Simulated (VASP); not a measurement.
Runs of VASP 6.6.1 on TiO2 (Anatase). The structure is that of space group I4_1/amd (No. 141), or close to it. The cells are those of the table. 

```csv
task,level,cell,k mesh,cutoff (eV),smearing,gap on the mesh (eV),pressure (GPa),largest force (eV/Å)
single point,PBE,"a = 5.486 Å, angles 139.7, 139.7, 58.3°, 6 atoms",6 × 6 × 6,520,gaussian 0.01 eV,2.17,5.4,0.11
single point,PBE,"a = 5.544 Å, angles 139.9, 139.9, 58.0°, 6 atoms",8 × 8 × 8,520,fermi-dirac 0.02 eV,2.14,0.7,(b)
relaxation of cell and atoms,PBE,"relaxed from a = 5.458 Å, angles 139.4, 139.4, 58.7°, 6 atoms",8 × 8 × 8,600,fermi-dirac 0.02 eV,2.13,0.0,-
single point,r2SCAN,"a = 5.486 Å, angles 139.7, 139.7, 58.3°, 6 atoms",8 × 8 × 8,520,fermi-dirac 0.02 eV,2.59,(a),0.03
```

Alike in all rows: potentials or basis VASP PAW PBE potentials, release 64 (Ti_sv, O); no spin polarisation.

Estimate the missing entries.

(a) 1.2; (b) 0.02.

Caveats: the PAW data sets were made with another functional, which shifts forces and pressure a little (some runs).

A k mesh can miss the band edges.
